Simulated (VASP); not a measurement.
# PtS2 in VASP: a series of runs

The runs below take PtS2 through single point, with PBEsol, r2SCANh, PBE, PBE-based screened hybrid.

All numbers are computed with VASP 6.6.1; they aren't measurements. Logs are shortened: lines on timing, memory, paths and dates and some standing lists are left out, and cuts for length are marked.

**1. The cell of the first run**

The typed cell holds 3 atoms: a = 3.543 Å, b = 3.543 Å, c = 5.039 Å, α = 90.00°, β = 90.00°, γ = 120.00°.

**2. Single point, PBEsol (atoms moved at random)**

Input file INCAR:

```
PREC = Accurate
ENCUT = 520
EDIFF = 1E-7
ISMEAR = -1
SIGMA = 0.05
LREAL = False
LASPH = True
NELM = 100
ALGO = Normal
ISIF = 2
LWAVE = False
LCHARG = False
GGA = PS
NBANDS = 18
```

Input file KPOINTS:

```
Automatic mesh
0
Gamma
  9 9 5
```

Input file POSCAR:

```
PtS2
1.0
    3.5432000000      0.0000000000      0.0000000000
   -1.7716000000      3.0685012107      0.0000000000
    0.0000000000      0.0000000000      5.0388000000
Pt S
1 2
Direct
   -0.0005740000     -0.0065100000      0.0100490000
    0.6671830000      0.3310740000      0.7716870000
    0.3350640000      0.6714820000      0.2343540000
```

Potentials or basis: VASP PAW PBE potentials, release 64 (Pt, S).

Launch:

```console
cat potpaw_PBE.64/Pt/POTCAR potpaw_PBE.64/S/POTCAR > POTCAR
mpirun -np 1 vasp_std > vasp.out
```

OUTCAR:

```text
PREC = Accurate
   ENCUT = 520
   EDIFF = 1E-7
   ISMEAR = -1
   LREAL = False
   LASPH = True
   NELM = 100
   ISIF = 2
   GGA = PS

 ion  position               nearest neighbor table
   1  0.999  0.993  0.010-   3 2.31   3 2.33   2 2.36   3 2.37   2 2.38   2 2.38
   2  0.667  0.331  0.772-   1 2.36   1 2.38   1 2.38
   3  0.335  0.671  0.234-   1 2.31   1 2.33   1 2.37

  LATTYP: Found a hexagonal cell.
 ALAT       =     3.5432000000
 C/A-ratio  =     1.4221043125

  Lattice vectors:

 A1 = (   3.5432000000,   0.0000000000,   0.0000000000)
 A2 = (  -1.7716000000,   3.0685012107,   0.0000000000)
 A3 = (   0.0000000000,   0.0000000000,   5.0388000000)

Analysis of symmetry for initial positions (statically):
=====================================================================
 Subroutine PRICEL returns:
 Original cell was already a primitive cell.

 Routine SETGRP: Setting up the symmetry group for a
 hexagonal supercell.

 Subroutine GETGRP returns: Found  1 space group operations
 (whereof  1 operations were pure point group operations)
 out of a pool of 24 trial point group operations.

The static configuration has the point symmetry C_1 .

Analysis of symmetry for dynamics (positions and initial velocities):
=====================================================================
 Subroutine PRICEL returns:
 Original cell was already a primitive cell.

 Routine SETGRP: Setting up the symmetry group for a
 hexagonal supercell.

 Subroutine GETGRP returns: Found  1 space group operations
 (whereof  1 operations were pure point group operations)
 out of a pool of 24 trial point group operations.

The dynamic configuration has the point symmetry C_1 .

 Subroutine INISYM returns: Found  1 space group operations
 (whereof  1 operations are pure point group operations),
 and found     1 'primitive' translations

----------------------------------------------------------------------------------------

                                     Primitive cell

  volume of cell :      54.7834

  direct lattice vectors                    reciprocal lattice vectors
     3.543200000  0.000000000  0.000000000     0.282230752  0.162946001  0.000000000
    -1.771600000  3.068501211  0.000000000     0.000000000  0.325892001  0.000000000
     0.000000000  0.000000000  5.038800000     0.000000000  0.000000000  0.198459951

[... 76 lines left out ...]
   PREC   = accura    normal or accurate (medium, high low for compatibility)
   ISTART =      0    job   : 0-new  1-cont  2-samecut
   ICHARG =      2    charge: 1-file 2-atom 10-const
   ISPIN  =      1    spin polarized calculation?
   LNONCOLLINEAR =      F non collinear calculations
   LSORBIT =      F    spin-orbit coupling
   LASPH  =      T    aspherical Exc in radial PAW
   ENCUT  =  520.0 eV  38.22 Ry    6.18 a.u.   6.59  6.59  9.37*2*pi/ulx,y,z
   NELM   =    100;   NELMIN=  2; NELMDL= -5     # of ELM steps
   EDIFF  = 0.1E-06   stopping-criterion for ELM
   LREAL  =      F    real-space projection
   EDIFFG = 0.1E-05   stopping-criterion for IOM
   NSW    =      0    number of steps for IOM
   IBRION =     -1    ionic relax: 0-MD 1-quasi-New 2-CG
   NFREE  =      0    steps in history (QN), initial steepest desc. (CG)
   ISIF   =      2    stress and relaxation
   ISYM   =      2    0-nonsym 1-usesym 2-fastsym
   POTIM  = 0.5000    time-step for ionic-motion
   TEBEG  =    0.0;   TEEND  =   0.0 temperature during run
   PSTRESS=    0.0 pullay stress
   NELECT =      22.0000    total number of electrons
   NUPDOWN=      -1.0000    fix difference up-down
   EMIN   =  10.00;   EMAX   =-10.00  energy-range for DOS
   EFERMI =   0.00;   METHOD = LEGACY
   ISMEAR =    -1;   SIGMA  =   0.05  broadening in eV -4-tet -1-fermi 0-gaus
   EFERMI_NEDOS =   21; number of points for ismear=-14 and -15
   IALGO  =     38    algorithm
   IMIX   =      4    mixing-type and parameters
     AMIX     =   0.40;   BMIX     =  1.00
     AMIX_MAG =   1.60;   BMIX_MAG =  1.00
  volume/ion in A,a.u.               =      18.26       123.23
  Fermi-wavevector in a.u.,A,eV,Ry     =   1.207812  2.282434 19.848315  1.458810
  Thomas-Fermi vector in A             =   2.343439
   LORBIT       =      0    0 simple, 1 ext, 2 COOP (PROOUT), +10 PAW based schemes
   GGA     = PS    functional components
   LHFCALC =     F    Hartree Fock is set to
   AEXX    =    0.0000 exact exchange contribution
   IVDW    =     0    specifies the selected vdW correction
   LEPSILON=     F    determine dielectric tensor
   LRPA    =     F    only Hartree local field effects (RPA)
 non-spin polarized calculation
  energy-cutoff  :      520.00
  volume of cell :       54.78
 maximum number of plane-waves:      1507
   NGX = 13   NGY = 13   NGZ = 19

 number of electron      22.0000000 magnetization

 Free energy of the ion-electron system (eV)
  ---------------------------------------------------
  ext. energy  EPLUGINS =         0.00000000
  ---------------------------------------------------
  free energy    TOTEN  =       -16.94441043 eV

  energy without entropy =      -16.94439848  energy(sigma->0) =      -16.94440446

 E-fermi :   7.0944     XC(G=0): -10.7912

 val. band max:        6.6722202040   @ k =   0.2222  -0.2222   0.2000
 cond. band min:       7.5071800605   @ k =   0.3333   0.3333   0.0000
 fundamental gap:      0.8349598565
 Fermi energy:         7.0944167778

 k-point     1 :       0.0000    0.0000    0.0000
  band No.  band energies     occupation
      1      -8.8392      2.00000
      2      -5.6468      2.00000
      3      -0.3286      2.00000
      4      -0.3074      2.00000
      5      -0.2693      2.00000
      6       2.6914      2.00000
[... 481 lines left out ...]
      5       1.2370      2.00000
      6       1.5872      2.00000
[... 10 lines left out ...]
     17      15.7793      0.00000
     18      16.4994      0.00000

 [... further k-points ...]
[... 5 lines left out ...]
  --------------------------------------------------------------------------------------
  -------------------------------------------------------------------------------------
  Total        1.7483164      1.3713716      1.3051191     -0.0784978     -0.2989423      0.1293119
  in kB       51.1306758     40.1066731     38.1690741     -2.2957199     -8.7427667      3.7818118
  external PRESSURE =      43.1354744 kB  Pullay stress =       0.0000000 kB

 VOLUME and BASIS-vectors are now :
 -----------------------------------------------------------------------------
  energy-cutoff  :      520.00
  volume of cell :       54.78
      direct lattice vectors                 reciprocal lattice vectors
     3.543200000  0.000000000  0.000000000     0.282230752  0.162946001  0.000000000
    -1.771600000  3.068501211  0.000000000     0.000000000  0.325892001  0.000000000
     0.000000000  0.000000000  5.038800000     0.000000000  0.000000000  0.198459951

 POSITION                                       TOTAL-FORCE (eV/Angst)
 -----------------------------------------------------------------------------------
      1.78110      3.04853      0.05063        -0.163220      0.464013     -0.728721
      1.77743      1.01590      3.88838         0.020368     -0.087707     -0.276754
     -0.00240      2.06044      1.18086         0.142852     -0.376306      1.005475
 -----------------------------------------------------------------------------------
    total drift:                               -0.000002      0.000051     -0.000071

  FREE ENERGIE OF THE ION-ELECTRON SYSTEM (eV)
  ---------------------------------------------------
  free  energy   TOTEN  =       -16.9444104285 eV

  energy  without entropy=      -16.9443984844  energy(sigma->0) =      -16.94440446
```

OSZICAR:

```text
N       E                     dE             d eps       ncg     rms          rms(c)
DAV:   1     0.110081214863E+03    0.11008E+03   -0.10471E+04  7420   0.109E+03
DAV:   2    -0.128983286105E+02   -0.12298E+03   -0.11893E+03  8894   0.220E+02
DAV:   3    -0.182807786881E+02   -0.53825E+01   -0.53449E+01  9334   0.466E+01
DAV:   4    -0.183365156470E+02   -0.55737E-01   -0.55708E-01  9672   0.525E+00
DAV:   5    -0.183373847933E+02   -0.86915E-03   -0.86907E-03  9386   0.636E-01    0.197E+01
DAV:   6    -0.171896537566E+02    0.11477E+01   -0.61747E+00  7690   0.241E+01    0.122E+01
DAV:   7    -0.169775476952E+02    0.21211E+00   -0.11289E+00  7608   0.107E+01    0.595E+00
DAV:   8    -0.169476492303E+02    0.29898E-01   -0.65482E-02  8150   0.191E+00    0.113E+00
DAV:   9    -0.169442669335E+02    0.33823E-02   -0.88540E-03  8312   0.931E-01    0.226E-01
DAV:  10    -0.169443734755E+02   -0.10654E-03   -0.11537E-03  8944   0.222E-01    0.122E-01
DAV:  11    -0.169444095247E+02   -0.36049E-04   -0.44853E-05  9084   0.539E-02    0.484E-02
DAV:  12    -0.169444100000E+02   -0.47524E-06   -0.10787E-05  8682   0.296E-02    0.137E-02
DAV:  13    -0.169444103381E+02   -0.33809E-06   -0.16097E-06  9012   0.101E-02    0.230E-03
DAV:  14    -0.169444104285E+02   -0.90468E-07   -0.99885E-08  7538   0.225E-03
   1 F= -.16944410E+02 E0= -.16944404E+02  d E =-.119442E-04
```

stdout:

```text
POSCAR found type information on POSCAR PtS
 POSCAR found :  2 types and       3 ions
 scaLAPACK will be used
 -----------------------------------------------------------------------------
|                                                                             |
|                                                                             |
|     You enforced a specific xc type in the INCAR file but a different       |
|     I HOPE YOU KNOW WHAT YOU ARE DOING!                                     |
|                                                                             |
 -----------------------------------------------------------------------------

 LDA part: xc-table for (Slater+PW92), standard interpolation
 POSCAR, INCAR and KPOINTS ok, starting setup
 FFT: planning ... GRIDC
 FFT: planning ... GRID_SOFT
 FFT: planning ... GRID
 WAVECAR not read
 entering main loop
```

Run time: 3.8 min. Hardware: 1 thread of AMD EPYC 7R13 (Zen 3), shared host; peak memory 0.29 GiB.

What came out:

- Free energy: -16.9444 eV
- Pressure: 4.3 GPa
- Largest force: 1.083 eV/Å
- Band gap on the k mesh: 0.83 eV, indirect (least direct gap 0.96 eV)

Forces in eV/Å, atoms in the order of the input:
```
Pt  -0.163  0.464 -0.729
S    0.020 -0.088 -0.277
S    0.143 -0.376  1.005
```

Stress tensor (GPa, compression positive):
```
 5.11 -0.23  0.38
-0.23  4.01 -0.87
 0.38 -0.87  3.82
```

Levels at points of the mesh, in eV from the valence-band top:
| k point | band 9 | band 10 | band 11 | band 12 | band 13 | band 14 |
| --- | --- | --- | --- | --- | --- | --- |
| (0.00, 0.00, 0.00) | -1.15 | -1.08 | -0.08 | 2.29 | 2.37 | 4.60 |

Caveat: the cell differs from its parent crystal (atoms moved at random); the PAW data sets were made with another functional, which shifts forces and pressure a little; spin-orbit coupling is left out, which moves the levels of the heavy elements.

[end of part 1 of 2]
